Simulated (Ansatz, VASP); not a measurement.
## LiF: VASP beside Ansatz

```
Li F
1.0
     0.00000    1.99228    1.99228
     1.99228    0.00000    1.99228
     1.99228    1.99228    0.00000
Li F
1 1
Direct
  0.00000 0.00000 0.00000
  0.50000 0.50000 0.50000
```

Alike in both runs: task single point; functional PBE; k mesh 10 × 10 × 10; occupations gaussian, width 0.02 eV; no spin polarisation.

```csv
,VASP,Ansatz
version,VASP 6.6.1,Ansatz 0.2.0
potentials or method,"VASP PAW PBE potentials, release 64 (Li_sv, F), cutoff 750 eV","scalar-relativistic, plane waves, PAW"
valence electrons in the cell,10,10
```

Ansatz gave:

* gap on the k mesh at the Fermi level (eV): 9.38
* least direct gap on the mesh (eV): 9.38
* pressure (GPa): 4.8

Problem. What did VASP give for the same quantities?

Solution. gap on the k mesh at the Fermi level (eV): 9.37; least direct gap on the mesh (eV): 9.37; pressure (GPa): 4.0.

The functional is the same, so the differences come from potentials, cutoffs and numerics.
